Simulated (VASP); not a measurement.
# MgSe (Fm-3m) in VASP: notebook

The runs below take MgSe through single point, with HF, PBE-based screened hybrid with 35 % exact exchange.

Everything below comes from runs of VASP 6.6.1. Logs are shortened: lines on timing, memory, paths and dates and some standing lists are left out, and cuts for length are marked.

### 1 The cell of the first run

The structure is cubic, space group Fm-3m (No. 225). The conventional cell has a = 5.473 Å, b = 5.473 Å, c = 5.473 Å, α = 90.00°, β = 90.00°, γ = 90.00°. Mg (site symmetry m-3m) has 6 Se at 2.74 Å within 3.6 Å. Se (site symmetry m-3m) has 6 Mg at 2.74 Å within 3.6 Å.

### 2 Single point, HF

Input file POSCAR:

```
MgSe
1.0
    0.0000000000      2.7362693767      2.7362693767
    2.7362693767      0.0000000000      2.7362693767
    2.7362693767      2.7362693767      0.0000000000
Mg Se
1 1
Direct
    0.0000000000      0.0000000000      0.0000000000
    0.5000000000      0.5000000000      0.5000000000
```

Input file INCAR.step1:

```
  PREC = Accurate
  ENCUT = 520
  EDIFF = 1E-5
  ISMEAR = 0
  SIGMA = 0.01
  LREAL = F
  LASPH = T
  NELM = 120
  ALGO = Normal
  ISIF = 2
  LWAVE = T
  LCHARG = F
  GGA = PE
  NBANDS = 11
  GGA_COMPAT = F
```

Input file INCAR.step2:

```
  PREC = Accurate
  ENCUT = 520
  EDIFF = 1E-6
  ISMEAR = 0
  SIGMA = 0.01
  LREAL = F
  LASPH = T
  NELM = 120
  ALGO = Normal
  ISIF = 2
  LWAVE = F
  LCHARG = F
  GGA = PE
  LHFCALC = T
  AEXX = 1.0
  ALDAC = 0.0
  AGGAC = 0.0
  PRECFOCK = Normal
  ISTART = 1
  NBANDS = 11
  GGA_COMPAT = F
```

Input file KPOINTS:

```
Automatic mesh
0
Gamma
  4 4 4
```

Potentials or basis: VASP PAW PBE potentials, release 64 (Mg, Se).

The run is started by

```bash
$ cat potpaw_PBE.64/Mg/POTCAR potpaw_PBE.64/Se/POTCAR > POTCAR
$ cp INCAR.step1 INCAR
$ mpirun -np 1 vasp_std > vasp.out
$ cp INCAR.step2 INCAR
$ mpirun -np 1 vasp_std > vasp.out
```

OUTCAR:

```text
PREC = Accurate
   ENCUT = 520
   EDIFF = 1E-6
   ISMEAR = 0
   LREAL = F
   LASPH = T
   NELM = 120
   ISIF = 2
   GGA = PE
   LHFCALC = T
   AEXX = 1.0
   PRECFOCK = Normal
   ISTART = 1

 ion  position               nearest neighbor table
   1  0.000  0.000  0.000-   2 2.74   2 2.74   2 2.74   2 2.74   2 2.74   2 2.74
   2  0.500  0.500  0.500-   1 2.74   1 2.74   1 2.74   1 2.74   1 2.74   1 2.74

  LATTYP: Found a face centered cubic cell.
 ALAT       =     5.4725387534

  Lattice vectors:

 A1 = (   0.0000000000,   2.7362693767,   2.7362693767)
 A2 = (   2.7362693767,   0.0000000000,   2.7362693767)
 A3 = (   2.7362693767,   2.7362693767,   0.0000000000)

Analysis of symmetry for initial positions (statically):
=====================================================================
 Subroutine PRICEL returns:
 Original cell was already a primitive cell.

 Routine SETGRP: Setting up the symmetry group for a
 face centered cubic supercell.

 Subroutine GETGRP returns: Found 48 space group operations
 (whereof 48 operations were pure point group operations)
 out of a pool of 48 trial point group operations.

The static configuration has the point symmetry O_h .

Analysis of symmetry for dynamics (positions and initial velocities):
=====================================================================
 Subroutine PRICEL returns:
 Original cell was already a primitive cell.

 Routine SETGRP: Setting up the symmetry group for a
 face centered cubic supercell.

 Subroutine GETGRP returns: Found 48 space group operations
 (whereof 48 operations were pure point group operations)
 out of a pool of 48 trial point group operations.

The dynamic configuration has the point symmetry O_h .

 Subroutine INISYM returns: Found 48 space group operations
 (whereof 48 operations are pure point group operations),
 and found     1 'primitive' translations

----------------------------------------------------------------------------------------

                                     Primitive cell

  volume of cell :      40.9738

  direct lattice vectors                    reciprocal lattice vectors
     0.000000000  2.736269377  2.736269377    -0.182730547  0.182730547  0.182730547
     2.736269377  0.000000000  2.736269377     0.182730547 -0.182730547  0.182730547
     2.736269377  2.736269377  0.000000000     0.182730547  0.182730547 -0.182730547

  length of vectors
     3.869669263  3.869669263  3.869669263     0.316498592  0.316498592  0.316498592

  position of ions in fractional coordinates (direct lattice)
     0.000000000  0.000000000  0.000000000
     0.500000000  0.500000000  0.500000000

  ion indices of the primitive-cell ions
   primitive index   ion index
                 1           1
                 2           2

----------------------------------------------------------------------------------------

 KPOINTS: Automatic mesh

Automatic generation of k-mesh.
 Grid dimensions read from file:
 generate k-points for:    4    4    4

 Generating k-lattice:

  Cartesian coordinates                     Fractional coordinates (reciprocal lattice)
    -0.045682637  0.045682637  0.045682637     0.250000000  0.000000000  0.000000000
     0.045682637 -0.045682637  0.045682637     0.000000000  0.250000000  0.000000000
     0.045682637  0.045682637 -0.045682637     0.000000000  0.000000000  0.250000000

  Length of vectors
     0.079124648  0.079124648  0.079124648

  Shift w.r.t. Gamma in fractional coordinates (k-lattice)
     0.000000000  0.000000000  0.000000000

 Subroutine IBZKPT returns following result:
 ===========================================

 Found      8 irreducible k-points:

 Following reciprocal coordinates:
            Coordinates               Weight
  0.000000  0.000000  0.000000      1.000000
  0.250000  0.000000  0.000000      8.000000
  0.500000  0.000000  0.000000      4.000000
  0.250000  0.250000  0.000000      6.000000
  0.500000  0.250000  0.000000     24.000000
 -0.250000  0.250000  0.000000     12.000000
  0.500000  0.500000  0.000000      3.000000
 -0.250000  0.500000  0.250000      6.000000
   k-points           NKPTS =      8   k-points in BZ     NKDIM =     64   number of bands    NBANDS=     11
   number of dos      NEDOS =    301   number of ions     NIONS =      2
   total plane-waves  NPLWV =  27000
   dimension x,y,z NGX =    30 NGY =   30 NGZ =   30
   dimension x,y,z NGXF=    60 NGYF=   60 NGZF=   60
   ions per type =               1   1
   NGX,Y,Z   is equivalent  to a cutoff of  12.89, 12.89, 12.89 a.u.
   NGXF,Y,Z  is equivalent  to a cutoff of  25.78, 25.78, 25.78 a.u.
 SYSTEM =  unknown system
   PREC   = accura    normal or accurate (medium, high low for compatibility)
   ISTART =      1    job   : 0-new  1-cont  2-samecut
   ICHARG =      0    charge: 1-file 2-atom 10-const
   ISPIN  =      1    spin polarized calculation?
   LNONCOLLINEAR =      F non collinear calculations
   LSORBIT =      F    spin-orbit coupling
   LASPH  =      T    aspherical Exc in radial PAW
   ENCUT  =  520.0 eV  38.22 Ry    6.18 a.u.   7.20  7.20  7.20*2*pi/ulx,y,z
   NELM   =    120;   NELMIN=  2; NELMDL=  0     # of ELM steps
   EDIFF  = 0.1E-05   stopping-criterion for ELM
   LREAL  =      F    real-space projection
   EDIFFG = 0.1E-04   stopping-criterion for IOM
   NSW    =      0    number of steps for IOM
   IBRION =     -1    ionic relax: 0-MD 1-quasi-New 2-CG
   NFREE  =      0    steps in history (QN), initial steepest desc. (CG)
   ISIF   =      2    stress and relaxation
   ISYM   =      3    0-nonsym 1-usesym 2-fastsym
   POTIM  = 0.5000    time-step for ionic-motion
   TEBEG  =    0.0;   TEEND  =   0.0 temperature during run
   PSTRESS=    0.0 pullay stress
   NELECT =       8.0000    total number of electrons
   NUPDOWN=      -1.0000    fix difference up-down
   EMIN   =  10.00;   EMAX   =-10.00  energy-range for DOS
   EFERMI =   0.00;   METHOD = LEGACY
   ISMEAR =     0;   SIGMA  =   0.01  broadening in eV -4-tet -1-fermi 0-gaus
   EFERMI_NEDOS =   21; number of points for ismear=-14 and -15
   IALGO  =     38    algorithm
   IMIX   =      1    mixing-type and parameters
     AMIX     =   0.40;   BMIX     =  1.00
     AMIX_MAG =   1.60;   BMIX_MAG =  1.00
  volume/ion in A,a.u.               =      20.49       138.25
  Fermi-wavevector in a.u.,A,eV,Ry     =   0.949735  1.794740 12.272420  0.901997
  Thomas-Fermi vector in A             =   2.078046
   LORBIT       =      0    0 simple, 1 ext, 2 COOP (PROOUT), +10 PAW based schemes
   GGA     = PE    functional components
   LHFCALC =     T    Hartree Fock is set to
   PRECFOCK=normal    Normal, Fast or Accurate (Low or Medium for compatibility)
   ENCUT4O =  -1.0   cutoff for four orbital integrals eV
   NKREDX  =     1    reduce k-point grid by
   NKREDY  =     1    reduce k-point grid by
   NKREDZ  =     1    reduce k-point grid by
   AEXX    =    1.0000 exact exchange contribution
   HFSCREEN=    0.0000 screening length (either q_TF or 0.3 A-1)
   HFSCREENC=   0.0000 screening length for correlation (either q_TF or 0.3 A-1)
   ENCUTFOCK=  -1.0 apply spherical cutoff to Coloumb kernel
   IVDW    =     0    specifies the selected vdW correction
   LEPSILON=     F    determine dielectric tensor
   LRPA    =     F    only Hartree local field effects (RPA)
 non-spin polarized calculation
 Gauss-broadening in eV      SIGMA  =   0.01
  energy-cutoff  :      520.00
  volume of cell :       40.97
 maximum number of plane-waves:      1124
 NGX is ok and might be reduce to    30
  NGX = 24; NGY = 24; NGZ = 24

 number of electron       8.0000000 magnetization

 Free energy of the ion-electron system (eV)
  ---------------------------------------------------
  ext. energy  EPLUGINS =         0.00000000
  ---------------------------------------------------
  free energy    TOTEN  =       -12.94939186 eV

  energy without entropy =      -12.94939186  energy(sigma->0) =      -12.94939186

 E-fermi :   0.4218     XC(G=0):   0.0000

 val. band max:        0.3412589892   @ k =   0.0000   0.0000   0.0000
 cond. band min:       9.0911767456   @ k =   0.5000   0.5000   0.0000
 fundamental gap:      8.7499177564
 Fermi energy:         0.4218119750

 k-point     1 :       0.0000    0.0000    0.0000
  band No.  band energies     occupation
      1     -17.2696      2.00000
      2       0.3413      2.00000
      3       0.3413      2.00000
      4       0.3413      2.00000
      5      10.5767      0.00000
      6      15.3720      0.00000
      7      15.3720      0.00000
      8      15.3720      0.00000
      9      18.4294      0.00000
     10      18.4294      0.00000
     11      19.4750      0.00000

 k-point     2 :       0.2500    0.0000    0.0000
  band No.  band energies     occupation
      1     -16.5855      2.00000
      2      -3.3024      2.00000
      3      -0.0581      2.00000
      4      -0.0581      2.00000
      5      11.9708      0.00000
      6      15.0990      0.00000
      7      15.0990      0.00000
      8      16.1560      0.00000
      9      18.0213      0.00000
     10      18.0213      0.00000
     11      18.8082      0.00000

 k-point     3 :       0.5000    0.0000    0.0000
  band No.  band energies     occupation
      1     -15.6941      2.00000
      2      -6.0574      2.00000
      3      -0.4123      2.00000
      4      -0.4123      2.00000
      5      11.4813      0.00000
      6      13.9520      0.00000
      7      13.9520      0.00000
      8      17.4834      0.00000
      9      20.5680      0.00000
     10      23.0744      0.00000
     11      23.0744      0.00000
[... 43 lines left out ...]
 k-point     7 :       0.5000    0.5000    0.0000
  band No.  band energies     occupation
      1     -15.2190      2.00000
      2      -5.2273      2.00000
      3      -1.9812      2.00000
      4      -1.9812      2.00000
      5       9.0912      0.00000
      6      11.3341      0.00000
      7      21.0800      0.00000
      8      21.5272      0.00000
      9      21.5272      0.00000
     10      21.6311      0.00000
     11      25.1983      0.00000

 k-point     8 :      -0.2500    0.5000    0.2500
  band No.  band energies     occupation
      1     -15.1757      2.00000
      2      -3.9062      2.00000
      3      -3.9062      2.00000
      4      -2.6526      2.00000
      5      12.1549      0.00000
      6      15.2632      0.00000
      7      15.6447      0.00000
      8      15.6447      0.00000
      9      22.5236      0.00000
     10      22.5236      0.00000
     11      24.2766      0.00000

------------------------ aborting loop because EDIFF is reached ----------------------------------------

  FORCE on cell =-STRESS in cart. coord.  units (eV):
  Direction    XX          YY          ZZ          XY          YZ          ZX
  --------------------------------------------------------------------------------------
  -------------------------------------------------------------------------------------
  Total        0.7283404      0.7283404      0.7283404      0.0000000      0.0000000      0.0000000
  in kB       28.4798988     28.4798988     28.4798988      0.0000000      0.0000000      0.0000000
  external PRESSURE =      28.4798988 kB  Pullay stress =       0.0000000 kB

 VOLUME and BASIS-vectors are now :
 -----------------------------------------------------------------------------
  energy-cutoff  :      520.00
  volume of cell :       40.97
      direct lattice vectors                 reciprocal lattice vectors
     0.000000000  2.736269377  2.736269377    -0.182730547  0.182730547  0.182730547
     2.736269377  0.000000000  2.736269377     0.182730547 -0.182730547  0.182730547
     2.736269377  2.736269377  0.000000000     0.182730547  0.182730547 -0.182730547

 POSITION                                       TOTAL-FORCE (eV/Angst)
 -----------------------------------------------------------------------------------
      0.00000      0.00000      0.00000        -0.000000     -0.000000     -0.000000
      2.73627      2.73627      2.73627         0.000000      0.000000      0.000000
 -----------------------------------------------------------------------------------
    total drift:                               -0.000000     -0.000000     -0.000000

  FREE ENERGIE OF THE ION-ELECTRON SYSTEM (eV)
  ---------------------------------------------------
  free  energy   TOTEN  =       -12.9493918616 eV

  energy  without entropy=      -12.9493918616  energy(sigma->0) =      -12.94939186
```

Run time: 2.8 min. Hardware: 1 thread of Intel Xeon Platinum 8375C at 2.90GHz (Ice Lake), shared host; peak memory 0.18 GiB.

What came out:

```
Free energy            : -12.9494 eV
Pressure               : 2.8 GPa
Band gap on the k mesh : 8.75 eV (least direct gap 10.24 eV)
```

Levels at points of the mesh, in eV from the valence-band top:
| k point | band 1 | band 2 | band 3 | band 4 | band 5 | band 6 | band 7 | band 8 |
| --- | --- | --- | --- | --- | --- | --- | --- | --- |
| (0.00, 0.00, 0.00) | -17.61 | 0.00 | 0.00 | 0.00 | 10.24 | 15.03 | 15.03 | 15.03 |
| (0.50, 0.00, 0.00) | -16.04 | -6.40 | -0.75 | -0.75 | 11.14 | 13.61 | 13.61 | 17.14 |
| (0.50, 0.50, 0.00) | -15.56 | -5.57 | -2.32 | -2.32 | 8.75 | 10.99 | 20.74 | 21.19 |

Caveat: the k points lie up to 0.50 Å⁻¹ apart; the PAW data sets were made with another functional, which shifts forces and pressure a little. A k mesh can miss the band edges.

### 3 Single point, PBE-based screened hybrid with 35 % exact exchange

POSCAR is that of step 2.

Input file INCAR.step1:

```
SYSTEM = MgSe
PREC = Accurate
ENCUT = 520
EDIFF = 1E-5
ISMEAR = 0
SIGMA = 0.01
LREAL = .False.
LASPH = .True.
NELM = 120
ALGO = Normal
ISIF = 2
LWAVE = .True.
NBANDS = 11
GGA = PE
GGA_COMPAT = .False.
```

Input file INCAR.step2:

```
SYSTEM = MgSe
PREC = Accurate
ENCUT = 520
EDIFF = 1E-6
ISMEAR = 0
SIGMA = 0.01
LREAL = .False.
LASPH = .True.
NELM = 120
ALGO = Normal
ISIF = 2
LWAVE = .False.
LCHARG = .True.
GGA = PE
LHFCALC = .True.
AEXX = 0.35
HFSCREEN = 0.2078
PRECFOCK = Normal
LELF = .True.
LVHAR = .True.
NBANDS = 11
ISTART = 1
GGA_COMPAT = .False.
```

Input file KPOINTS:

```
regular mesh
0
Gamma
  4 4 4
  0 0 0
```

Potentials or basis: VASP PAW PBE potentials, release 64 (Mg, Se).

The run is started by

```bash
$ cat potpaw_PBE.64/Mg/POTCAR potpaw_PBE.64/Se/POTCAR > POTCAR
$ cp INCAR.step1 INCAR
$ mpirun -np 1 vasp_std > vasp.out
$ cp INCAR.step2 INCAR
$ mpirun -np 1 vasp_std > vasp.out
```

Run time: 2.3 min. Hardware: 1 thread of Intel Xeon Platinum 8375C at 2.90GHz (Ice Lake), shared host; peak memory 0.28 GiB.

Results (log left out):

- Free energy: -9.2447 eV
- Pressure: -0.9 GPa
- Band gap on the k mesh: 2.99 eV (least direct gap 3.94 eV)

Levels at points of the mesh, in eV from the valence-band top:
| k point | band 1 | band 2 | band 3 | band 4 | band 5 | band 6 | band 7 | band 8 |
| --- | --- | --- | --- | --- | --- | --- | --- | --- |
| (0.00, 0.00, 0.00) | -14.55 | 0.00 | 0.00 | 0.00 | 3.94 | 8.86 | 8.86 | 8.86 |
| (0.50, 0.00, 0.00) | -13.28 | -5.47 | -0.64 | -0.64 | 5.12 | 7.51 | 7.51 | 10.34 |
| (0.50, 0.50, 0.00) | -12.90 | -4.73 | -1.97 | -1.97 | 2.99 | 5.19 | 13.59 | 14.06 |

Caveat: the k points lie up to 0.50 Å⁻¹ apart; the PAW data sets were made with another functional, which shifts forces and pressure a little.
